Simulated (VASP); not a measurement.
A run of VASP 6.6.1:

The input INCAR:

```
SYSTEM = ZrC
PREC     = Accurate       ! precision mode
ENCUT    = 520            ! plane-wave cutoff, eV
EDIFF    = 1E-7           ! SCF threshold, eV
ISMEAR   = 0              ! smearing method
SIGMA    = 0.05           ! smearing width, eV
LREAL    = .False.        ! projectors in reciprocal space
LASPH    = .True.         ! aspherical terms in the spheres
NELM     = 80             ! most SCF steps
ALGO     = Normal         ! electronic algorithm
ISIF     = 2              ! what is computed and relaxed
LWAVE    = .False.        ! write WAVECAR
LCHARG   = .True.         ! write CHGCAR
GGA      = PE             ! functional
LELF     = .True.         ! ELF
LVHAR    = .True.       
NBANDS   = 15             ! bands
```

Contents of KPOINTS:

```
Automatic mesh
0
Gamma
  12 12 12
  0 0 0
```

The input POSCAR:

```
ZrC
1.0
    3.2695327460      0.0000000000      0.0000000000
   -1.6347663730      2.8314984165      0.0000000000
    0.0000000000      0.0000000000      2.9397343753
Zr C
1 1
Direct
    0.0000000000      0.0000000000      0.0000000000
    0.6666666667      0.3333333333      0.5000000000
```

Potentials or basis: VASP PAW PBE potentials, release 64 (Zr_sv, C).

Launch:

```console
$ cat potpaw_PBE.64/Zr_sv/POTCAR potpaw_PBE.64/C/POTCAR > POTCAR
$ mpirun -np 1 vasp_std > vasp.out
```

Hardware: 1 thread of Intel Xeon 8259CL, with other jobs on the host.

How long does it take, and how much memory?

It took 55 s on 1 thread of Intel Xeon 8259CL, on a shared host, peak memory 0.18 GiB. Counts: scf iterations 14, k points 133.
